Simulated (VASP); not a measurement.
A run of VASP 6.6.1 is set up as follows.

INCAR

```
PREC = Accurate ; ENCUT = 520
EDIFF = 1E-8 ; ISMEAR = 0
SIGMA = 0.01 ; LREAL = False
LASPH = True ; NELM = 80
ALGO = Normal ; ISIF = 2
LWAVE = False ; LCHARG = True
GGA = PS ; IBRION = 8
NSW = 1 ; LEPSILON = True
```

Contents of KPOINTS:

```
Automatic mesh
0
Gamma
  8 8 8
```

POSCAR

```
CdS
1.0
    0.0000000000      2.9122812306      2.9122812306
    2.9122812306      0.0000000000      2.9122812306
    2.9122812306      2.9122812306      0.0000000000
Cd S
1 1
Direct
    0.0000000000      0.0000000000      0.0000000000
    0.2500000000      0.2500000000      0.2500000000
```

Potentials or basis: VASP PAW PBE potentials, release 64 (Cd, S).

The run is started by

```console
$ cat potpaw_PBE.64/Cd/POTCAR potpaw_PBE.64/S/POTCAR > POTCAR
$ mpirun -np 1 vasp_std > vasp.out
```

(1) What does it give for the electronic dielectric tensor (diagonal)?

(2) Estimate the Born charges (mean of the diagonal).

(3) Estimate the highest phonon frequency at Γ, LO-TO splitting left out.

Answers

(1) 6.99.

(2) Cd +2.21; S -2.21 e.

(3) 236 cm⁻¹.
